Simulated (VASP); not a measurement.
# GaF (Pm-3m) in VASP: a series of runs, part 2 of 2

VASP 6.6.1. Earlier steps stand in the parts before.

## Step 3: Single point, HSE06

This run uses another cell than the first one, of 15.93 Å³/atom.

POSCAR

```
GaF
1.0
    3.1704034659      0.0000000000      0.0000000000
    0.0000000000      3.1704034659      0.0000000000
    0.0000000000      0.0000000000      3.1704034659
Ga F
1 1
Direct
    0.0000000000      0.0000000000      0.0000000000
    0.5000000000      0.5000000000      0.5000000000
```

INCAR.step1

```
  PREC = Accurate
  ENCUT = 520
  EDIFF = 1E-5
  ISMEAR = -1
  SIGMA = 0.05
  LREAL = False
  LASPH = True
  NELM = 80
  ALGO = Normal
  ISIF = 2
  LWAVE = True
  LCHARG = False
  GGA = PE
  NBANDS = 17
```

INCAR.step2

```
  PREC = Accurate
  ENCUT = 520
  EDIFF = 1E-6
  ISMEAR = -1
  SIGMA = 0.05
  LREAL = False
  LASPH = True
  NELM = 80
  ALGO = Normal
  ISIF = 2
  LWAVE = False
  LCHARG = False
  GGA = PE
  LHFCALC = True
  HFSCREEN = 0.2079
  PRECFOCK = Normal
  ISTART = 1
  NBANDS = 17
```

KPOINTS

```
regular mesh
0
Gamma
  4 4 4
```

Potentials or basis: VASP PAW PBE potentials, release 64 (Ga_d, F).

Command:

```bash
$ cat potpaw_PBE.64/Ga_d/POTCAR potpaw_PBE.64/F/POTCAR > POTCAR
$ cp INCAR.step1 INCAR
$ mpirun -np 1 vasp_std > vasp.out
$ cp INCAR.step2 INCAR
$ mpirun -np 1 vasp_std > vasp.out
```

OUTCAR:

```text
PREC = Accurate
   ENCUT = 520
   EDIFF = 1E-6
   ISMEAR = -1
   LREAL = False
   LASPH = True
   NELM = 80
   ISIF = 2
   GGA = PE
   LHFCALC = True
   HFSCREEN = 0.2079
   PRECFOCK = Normal
   ISTART = 1

 ion  position               nearest neighbor table
   1  0.000  0.000  0.000-
   2  0.500  0.500  0.500-

  LATTYP: Found a simple cubic cell.
 ALAT       =     3.1704034659

  Lattice vectors:

 A1 = (   3.1704034659,   0.0000000000,   0.0000000000)
 A2 = (   0.0000000000,   3.1704034659,   0.0000000000)
 A3 = (   0.0000000000,   0.0000000000,   3.1704034659)

Analysis of symmetry for initial positions (statically):
=====================================================================
 Subroutine PRICEL returns:
 Original cell was already a primitive cell.

 Routine SETGRP: Setting up the symmetry group for a
 simple cubic supercell.

 Subroutine GETGRP returns: Found 48 space group operations
 (whereof 48 operations were pure point group operations)
 out of a pool of 48 trial point group operations.

The static configuration has the point symmetry O_h .

Analysis of symmetry for dynamics (positions and initial velocities):
=====================================================================
 Subroutine PRICEL returns:
 Original cell was already a primitive cell.

 Routine SETGRP: Setting up the symmetry group for a
 simple cubic supercell.

 Subroutine GETGRP returns: Found 48 space group operations
 (whereof 48 operations were pure point group operations)
 out of a pool of 48 trial point group operations.

The dynamic configuration has the point symmetry O_h .

[... 100 lines left out ...]
   IALGO  =     38    algorithm
   IMIX   =      1    mixing-type and parameters
     AMIX     =   0.40;   BMIX     =  1.00
     AMIX_MAG =   1.60;   BMIX_MAG =  1.00
  volume/ion in A,a.u.               =      15.93       107.53
  Fermi-wavevector in a.u.,A,eV,Ry     =   1.401642  2.648718 26.729992  1.964599
  Thomas-Fermi vector in A             =   2.524483
   LORBIT       =      0    0 simple, 1 ext, 2 COOP (PROOUT), +10 PAW based schemes
   GGA     = PE    functional components
   LHFCALC =     T    Hartree Fock is set to
   PRECFOCK=normal    Normal, Fast or Accurate (Low or Medium for compatibility)
   ENCUT4O =  -1.0   cutoff for four orbital integrals eV
   NKREDX  =     1    reduce k-point grid by
   NKREDY  =     1    reduce k-point grid by
   NKREDZ  =     1    reduce k-point grid by
   AEXX    =    0.2500 exact exchange contribution
   HFSCREEN=    0.2079 screening length (either q_TF or 0.3 A-1)
   HFSCREENC=   0.2079 screening length for correlation (either q_TF or 0.3 A-1)
   ENCUTFOCK=  -1.0 apply spherical cutoff to Coloumb kernel
   IVDW    =     0    specifies the selected vdW correction
   LEPSILON=     F    determine dielectric tensor
   LRPA    =     F    only Hartree local field effects (RPA)
 non-spin polarized calculation
  energy-cutoff  :      520.00
  volume of cell :       31.87
 maximum number of plane-waves:       872
 NGX is ok and might be reduce to    24
  NGX = 18; NGY = 18; NGZ = 18

 number of electron      19.9999980 magnetization

 Free energy of the ion-electron system (eV)
  ---------------------------------------------------
  ext. energy  EPLUGINS =         0.00000000
  ---------------------------------------------------
  free energy    TOTEN  =        -9.15049649 eV

  energy without entropy =       -9.15047375  energy(sigma->0) =       -9.15048512

 E-fermi :   2.7349     XC(G=0):  -8.2696

 val. band max:        2.3810424479   @ k =   0.5000   0.5000   0.5000
 cond. band min:       3.1437203138   @ k =   0.5000   0.0000   0.0000
 fundamental gap:      0.7626778659
 Fermi energy:         2.7349019593

 k-point     1 :       0.0000    0.0000    0.0000
  band No.  band energies     occupation
      1     -22.6775      2.00000
      2     -14.7407      2.00000
      3     -14.7407      2.00000
      4     -14.5921      2.00000
      5     -14.5921      2.00000
      6     -14.5921      2.00000
[... 177 lines left out ...]
      4     -14.6917      2.00000
      5     -14.5460      2.00000
      6     -14.5460      2.00000
[... 9 lines left out ...]
     16      15.2777      0.00000
     17      23.9382      0.00000

------------------------ aborting loop because EDIFF is reached ----------------------------------------

  FORCE on cell =-STRESS in cart. coord.  units (eV):
  Direction    XX          YY          ZZ          XY          YZ          ZX
  --------------------------------------------------------------------------------------
  -------------------------------------------------------------------------------------
  Total       -0.0032243     -0.0032243     -0.0032243     -0.0000000      0.0000000     -0.0000000
  in kB       -0.1621097     -0.1621097     -0.1621097     -0.0000000      0.0000000     -0.0000000
  external PRESSURE =      -0.1621097 kB  Pullay stress =       0.0000000 kB

 VOLUME and BASIS-vectors are now :
 -----------------------------------------------------------------------------
  energy-cutoff  :      520.00
  volume of cell :       31.87
      direct lattice vectors                 reciprocal lattice vectors
     3.170403466  0.000000000  0.000000000     0.315417268  0.000000000  0.000000000
     0.000000000  3.170403466  0.000000000     0.000000000  0.315417268  0.000000000
     0.000000000  0.000000000  3.170403466     0.000000000  0.000000000  0.315417268

 POSITION                                       TOTAL-FORCE (eV/Angst)
 -----------------------------------------------------------------------------------
      0.00000      0.00000      0.00000         0.000000      0.000000      0.000000
      1.58520      1.58520      1.58520         0.000000      0.000000      0.000000
 -----------------------------------------------------------------------------------
    total drift:                                0.000008      0.000008      0.000008

  FREE ENERGIE OF THE ION-ELECTRON SYSTEM (eV)
  ---------------------------------------------------
  free  energy   TOTEN  =        -9.1504964892 eV

  energy  without entropy=       -9.1504737508  energy(sigma->0) =       -9.15048512
```

OSZICAR.step1:

```text
N       E                     dE             d eps       ncg     rms          rms(c)
DAV:   1     0.126954112250E+03    0.12695E+03   -0.10364E+04   356   0.197E+03
DAV:   2     0.178756778646E+01   -0.12517E+03   -0.11739E+03   372   0.334E+02
DAV:   3    -0.835607467597E+01   -0.10144E+02   -0.10104E+02   414   0.879E+01
DAV:   4    -0.849316050215E+01   -0.13709E+00   -0.13705E+00   407   0.105E+01
DAV:   5    -0.849474056663E+01   -0.15801E-02   -0.15800E-02   418   0.973E-01    0.571E+00
DAV:   6    -0.746665433143E+01    0.10281E+01   -0.38742E+00   375   0.159E+01    0.238E+00
DAV:   7    -0.742426620134E+01    0.42388E-01   -0.26704E-01   348   0.383E+00    0.102E+00
DAV:   8    -0.740689125529E+01    0.17375E-01   -0.82702E-02   369   0.245E+00    0.331E-01
DAV:   9    -0.740523363566E+01    0.16576E-02   -0.65723E-03   358   0.577E-01    0.100E-01
DAV:  10    -0.740550980030E+01   -0.27616E-03   -0.38697E-04   348   0.218E-01    0.318E-02
DAV:  11    -0.740548402462E+01    0.25776E-04   -0.63547E-05   381   0.856E-02    0.604E-03
DAV:  12    -0.740548469437E+01   -0.66975E-06   -0.42068E-06   209   0.182E-02
   1 F= -.74054847E+01 E0= -.74051657E+01  d E =-.637919E-03
```

It took 6.5 min on 1 thread of Intel Xeon Platinum 8259CL at 2.50GHz (Skylake/Cascade Lake), shared host; peak memory 0.25 GiB.

Results:

* Free energy: -9.1505 eV
* Pressure: 0.0 GPa
* Band gap on the k mesh: 0.76 eV (least direct gap 2.10 eV)

Levels at points of the mesh, in eV from the valence-band top:
```csv
k point,band 6,band 7,band 8,band 9,band 10,band 11,band 12,band 13,band 14,band 15
"(0.00, 0.00, 0.00)",-16.97,-6.80,-4.68,-4.68,-4.68,9.33,9.33,9.33,10.47,10.47
"(0.50, 0.00, 0.00)",-16.97,-7.98,-4.40,-4.40,-1.34,0.76,9.43,9.43,13.33,14.93
"(0.50, 0.50, 0.00)",-16.93,-6.09,-6.09,-4.29,-2.95,4.01,4.01,9.88,11.48,17.10
"(0.50, 0.50, 0.50)",-16.93,-5.28,-5.28,-5.28,0.00,2.89,2.89,2.89,12.90,12.90
```

Caveat: the k points lie up to 0.50 Å⁻¹ apart; the PAW data sets were made with another functional, which shifts forces and pressure a little. A k mesh can miss the band edges.

## Step 4: Relaxation of cell and atoms, PBEsol-based global hybrid with 25 % exact exchange

POSCAR

```
GaF
1.0
    3.1659200000      0.0000000000      0.0000000000
    0.0000000000      3.1659200000      0.0000000000
    0.0000000000      0.0000000000      3.1659200000
Ga F
1 1
Direct
    0.0000000000      0.0000000000      0.0000000000
    0.5000000000      0.5000000000      0.5000000000
```

INCAR.step1

```
SYSTEM = GaF
PREC = Accurate ; ENCUT = 600
EDIFF = 1E-5 ; ISMEAR = -1
SIGMA = 0.05 ; LREAL = .FALSE.
LASPH = .TRUE. ; NELM = 60
ALGO = Normal ; LWAVE = .TRUE.
LCHARG = .FALSE. ; GGA = PE
NBANDS = 17
```

INCAR.step2

```
SYSTEM = GaF
PREC = Accurate ; ENCUT = 600
EDIFF = 1E-7 ; ISMEAR = -1
SIGMA = 0.05 ; LREAL = .FALSE.
LASPH = .TRUE. ; NELM = 60
ALGO = Normal ; ISIF = 3
LWAVE = .FALSE. ; LCHARG = .FALSE.
GGA = PS ; LHFCALC = .TRUE.
AEXX = 0.25 ; PRECFOCK = Normal
IBRION = 2 ; NSW = 60
EDIFFG = -0.01 ; ISTART = 1
```

KPOINTS

```
Automatic mesh
0
G
  4 4 4
  0 0 0
```

Command:

```bash
$ cat potpaw_PBE.64/Ga_d/POTCAR potpaw_PBE.64/F/POTCAR > POTCAR
$ cp INCAR.step1 INCAR
$ mpirun -np 1 vasp_std > vasp.out
$ cp INCAR.step2 INCAR
$ mpirun -np 1 vasp_std > vasp.out
```

Wall time 17 min (1 thread of Intel Xeon Platinum 8488C (Sapphire Rapids), shared host); peak memory 0.17 GiB.

It converged, with:

```
Free energy                           : -10.1931 eV
Relaxed volume                        : 14.98 Å³/atom
Relaxed cell                          : a = 3.106 Å, b = 3.106 Å, c = 3.106 Å, α = 90.00°, β = 90.00°, γ = 90.00°
Space group after relaxing (to 0.1 Å) : Pm-3m (No. 221)
Energy gained by relaxing             : 9.0 meV/atom
Ionic steps                           : 3
Pressure after relaxing               : -0.1 GPa
Band gap on the k mesh                : 0.95 eV (least direct gap 2.58 eV)
```

The path:
```csv
step,energy change (eV),largest force (eV/Å),pressure (GPa),volume (Å³)
1,0.0000,0.0000,-2.91,31.73
2,-0.0163,0.0000,-0.96,30.43
3,-0.0179,0.0000,-0.11,29.95
```

Final structure:
```
Ga F
1.0
     3.10557    0.00000    0.00000
     0.00000    3.10557    0.00000
     0.00000    0.00000    3.10557
Ga F
1 1
Cartesian
  0.0000 0.0000 0.0000
  1.5528 1.5528 1.5528
```

Levels at points of the mesh, in eV from the valence-band top:
```tsv
k point	band 6	band 7	band 8	band 9	band 10	band 11	band 12	band 13	band 14
(0.00, 0.00, 0.00)	-17.32	-7.47	-5.41	-5.41	-5.41	10.09	10.09	10.09	10.86
(0.50, 0.00, 0.00)	-17.31	-8.92	-5.09	-5.09	-1.63	0.95	10.13	10.13	13.97
(0.50, 0.50, 0.00)	-17.26	-7.00	-7.00	-4.98	-3.35	4.47	4.47	10.34	12.43
(0.50, 0.50, 0.50)	-17.26	-6.08	-6.08	-6.08	0.00	3.13	3.13	3.13	13.54
```

Caveat: the k points lie up to 0.51 Å⁻¹ apart in the final cell; the PAW data sets were made with another functional, which shifts forces and pressure a little.

## Step 5: Relaxation of cell and atoms, HSE06

POSCAR is that of step 4.

INCAR.step1

```
PREC     = Accurate       # precision mode
ENCUT    = 600            # plane-wave cutoff, eV
EDIFF    = 1E-5           # SCF threshold, eV
ISMEAR   = -1             # smearing method
SIGMA    = 0.05           # smearing width, eV
LREAL    = F              # projectors in reciprocal space
LASPH    = T              # aspherical terms in the spheres
NELM     = 100            # most SCF steps
ALGO     = Normal         # electronic algorithm
LWAVE    = T              # write WAVECAR
LCHARG   = F              # write CHGCAR
GGA      = PE             # functional
NBANDS   = 17             # bands
```

INCAR.step2

```
PREC     = Accurate       # precision mode
ENCUT    = 600            # plane-wave cutoff, eV
EDIFF    = 1E-6           # SCF threshold, eV
ISMEAR   = -1             # smearing method
SIGMA    = 0.05           # smearing width, eV
LREAL    = F              # projectors in reciprocal space
LASPH    = T              # aspherical terms in the spheres
NELM     = 100            # most SCF steps
ALGO     = Normal         # electronic algorithm
ISIF     = 3              # what is computed and relaxed
LWAVE    = F              # write WAVECAR
LCHARG   = F              # write CHGCAR
GGA      = PE             # functional
LHFCALC  = T              # exact exchange
HFSCREEN = 0.2079         # screening, 1/A
PRECFOCK = Normal       
IBRION   = 2              # ionic algorithm
NSW      = 60             # ionic steps
EDIFFG   = -0.01          # ionic threshold
ISTART   = 1
```

KPOINTS

```
regular mesh
0
Gamma
  4 4 4
```

Command:

```bash
$ cat potpaw_PBE.64/Ga_d/POTCAR potpaw_PBE.64/F/POTCAR > POTCAR
$ cp INCAR.step1 INCAR
$ mpirun -np 1 vasp_std > vasp.out
$ cp INCAR.step2 INCAR
$ mpirun -np 1 vasp_std > vasp.out
```

Wall time 4.5 min (1 thread of Intel Xeon Platinum 8488C (Sapphire Rapids), shared host); peak memory 0.26 GiB.

It converged, with:

* Free energy: -9.1514 eV
* Pressure after relaxing: 0.0 GPa
* Band gap on the k mesh: 0.73 eV (least direct gap 2.09 eV)

Final structure:
```
Ga F
1.0
     3.16592    0.00000    0.00000
     0.00000    3.16592    0.00000
     0.00000    0.00000    3.16592
Ga F
1 1
Direct
  0.00000 0.00000 0.00000
  0.50000 0.50000 0.50000
```

Levels at points of the mesh, in eV from the valence-band top:
| k point | band 6 | band 7 | band 8 | band 9 | band 10 | band 11 | band 12 | band 13 | band 14 |
| --- | --- | --- | --- | --- | --- | --- | --- | --- | --- |
| (0.00, 0.00, 0.00) | -17.00 | -6.84 | -4.73 | -4.73 | -4.73 | 9.33 | 9.33 | 9.33 | 10.45 |
| (0.50, 0.00, 0.00) | -17.00 | -8.04 | -4.44 | -4.44 | -1.36 | 0.73 | 9.42 | 9.42 | 13.32 |
| (0.50, 0.50, 0.00) | -16.96 | -6.15 | -6.15 | -4.34 | -2.98 | 3.99 | 3.99 | 9.87 | 11.49 |
| (0.50, 0.50, 0.50) | -16.95 | -5.34 | -5.34 | -5.34 | 0.00 | 2.86 | 2.86 | 2.86 | 12.89 |

Caveat: the k points lie up to 0.50 Å⁻¹ apart in the final cell; the relaxation stopped at its first step, so nothing moved; the PAW data sets were made with another functional, which shifts forces and pressure a little. A k mesh can miss the band edges.

## Step 6: Overview

```csv
task,level,cell,cutoff (eV),screening parameter,gap on the mesh (eV),pressure (GPa)
single point,HSE06,"a = 3.166 Å, 2 atoms",520,0.2079 1/Å,0.73,0.2
single point,HSE06,"a = 3.170 Å, 2 atoms",520,0.2079 1/Å,0.76,0.0
relaxation of cell and atoms,PBEsol-based global hybrid with 25 % exact exchange,"relaxed from a = 3.166 Å, 2 atoms",600,-,0.95,-0.1
relaxation of cell and atoms,HSE06,"relaxed from a = 3.166 Å, 2 atoms",600,0.2079 1/Å,0.73,0.0
```

Alike in all rows: potentials or basis VASP PAW PBE potentials, release 64 (Ga_d, F); no spin polarisation; k mesh 4 × 4 × 4; smearing fermi-dirac 0.05 eV.

Caveats: all runs use coarse meshes; the PAW data sets were made with another functional, which shifts forces and pressure a little; the relaxation stopped at its first step, so nothing moved (at least some runs).

Absolute energies hang on the potentials; compare differences alone.
